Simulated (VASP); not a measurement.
# Al3Cu: single point with PBEsol

The system is Al3Cu.

```
Al Cu
1.0
     2.80053    0.00000    0.00000
     0.00000    2.75884    0.00000
     0.00000    0.00000    7.60296
Al Cu
3 1
Direct
  0.00000 0.00000 0.50000
  0.50000 0.50000 0.22069
  0.50000 0.50000 0.77931
  0.00000 0.00000 0.00000
```

This cell differs from its parent crystal: strain +0.0075 x Voigt [1, -1, 0, 0, 0, 0].

```
Program                : VASP 6.6.1
Task                   : single point
Functional             : PBEsol
Potentials or basis    : VASP PAW PBE potentials, release 64 (Al, Cu)
Cutoff                 : 520 eV
k mesh                 : 18 × 18 × 6
Occupations            : gaussian, width 0.15 eV
Spin                   : no spin polarisation
Dipole correction      : no
Further INCAR settings : ALGO = Fast; EDIFF = 1e-07; NBANDS = 18
```

```yaml
Pressure: 0.2 GPa
Largest_force: 0.062 eV/Å
Band_gap_on_the_k_mesh: zero (bands 10 and 11 overlap by 6.14 eV)
```

Forces on the atoms (eV/Å):
```
Al   0.000  0.000  0.000
Al   0.000  0.000  0.062
Al   0.000  0.000 -0.062
Cu   0.000  0.000  0.000
```

Stress tensor (GPa, compression positive):
```
-0.88  0.00  0.00
 0.00  1.46  0.00
 0.00  0.00 -0.02
```

Levels at points of the mesh, in eV from the Fermi level:
```
           k point  band 8  band 9  band 10  band 11  band 12  band 13
(0.00, 0.00, 0.00)   -3.28   -1.82     0.46     6.36     6.39     6.93
(0.50, 0.00, 0.00)   -3.73   -3.56    -2.44    -2.00     2.58     3.78
(0.00, 0.50, 0.00)   -3.67   -3.59    -2.32    -1.85     2.70     3.93
(0.50, 0.50, 0.00)   -0.43   -0.37     0.10     0.15     0.47     0.57
(0.00, 0.00, 0.50)   -3.56   -3.28     4.02     5.53     6.38     6.95
(0.50, 0.00, 0.50)   -3.56   -2.68    -1.11    -1.09    -0.01     0.69
(0.00, 0.50, 0.50)   -3.59   -2.61    -0.99    -0.95     0.14     0.84
(0.50, 0.50, 0.50)   -1.63   -1.60    -0.51    -0.47     0.62     1.60
```

It took 17 min on 1 thread of Intel Xeon 8259CL (shared host), peak memory 0.5 GiB.

Caveat: the cell differs from its parent crystal (strain +0.0075 x Voigt [1, -1, 0, 0, 0, 0]); the PAW data sets were made with another functional, which shifts forces and pressure a little.
